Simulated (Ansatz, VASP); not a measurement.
This is a calculation of GaP for Ansatz 0.2.0.

input.yaml

```yaml
crystal:
  lattice:
    - [0.0, 2.7069591804, 2.7069591804]
    - [2.7069591804, 0.0, 2.7069591804]
    - [2.7069591804, 2.7069591804, 0.0]
  atoms:
    - { symbol: Ga, position: [0.0, 0.0, 0.0] }
    - { symbol: P, position: [0.75, 0.75, 0.75] }
kpoints:
  mp_grid: { grid: [8, 8, 8] }
scf:
  occupations: { method: fermi_dirac, width: 0.05 }
hamiltonian:
  xc: lda
  pseudopotentials: { kind: all_electron, lapw: { basis_error: 0.001 } }
output:
  forces: true
  stress: true
  eigenvalues: true
```

Potentials or basis: all-electron LAPW, scalar-relativistic.

Run with:

```console
$ ansatz run input.yaml --threads 1 --pin off --max-ram 3072MiB --backend cpu --events-out ev --progress --plain --runs-dir out
```

Problem. Translate it to VASP 6.6.1. Potentials there: VASP PAW LDA potentials, release 64 (Ga_d, P).

Solution. As run (the cutoff follows the program's own potentials):

File INCAR:

```
ALGO = Normal
EDIFF = 1E-6
ENCUT = 520
ISIF = 2
ISMEAR = -1
LASPH = T
LCHARG = T
LELF = T
LREAL = F
LVHAR = T
LWAVE = F
NBANDS = 16
NELM = 100
PREC = Accurate
SIGMA = 0.05
```

Contents of KPOINTS:

```
k-points
0
Gamma
  8 8 8
```

File POSCAR:

```
GaP
1.0
    0.0000000000      2.7069591804      2.7069591804
    2.7069591804      0.0000000000      2.7069591804
    2.7069591804      2.7069591804      0.0000000000
Ga P
1 1
Direct
    0.0000000000      0.0000000000      0.0000000000
    0.7500000000      0.7500000000      0.7500000000
```

Potentials or basis: VASP PAW LDA potentials, release 64 (Ga_d, P).

The run is started by

```sh
$ cat potpaw_LDA.64/Ga_d/POTCAR potpaw_LDA.64/P/POTCAR > POTCAR
$ mpirun -np 1 vasp_std > vasp.out
```

Both were run:

|  | VASP | Ansatz | Ansatz less VASP |
| --- | --- | --- | --- |
| gap on the k mesh at the Fermi level (eV) | 1.46 | 1.46 | +0.002 |
| least direct gap on the mesh (eV) | 1.80 | 1.77 | -0.032 |
| pressure (GPa) | -1.0 | -1.1 | -0.06 |

LDA's correlation is that of Perdew and Zunger in VASP and of Perdew and Wang (1992) in Ansatz. Ansatz ran all-electron here, and VASP with PAW potentials.
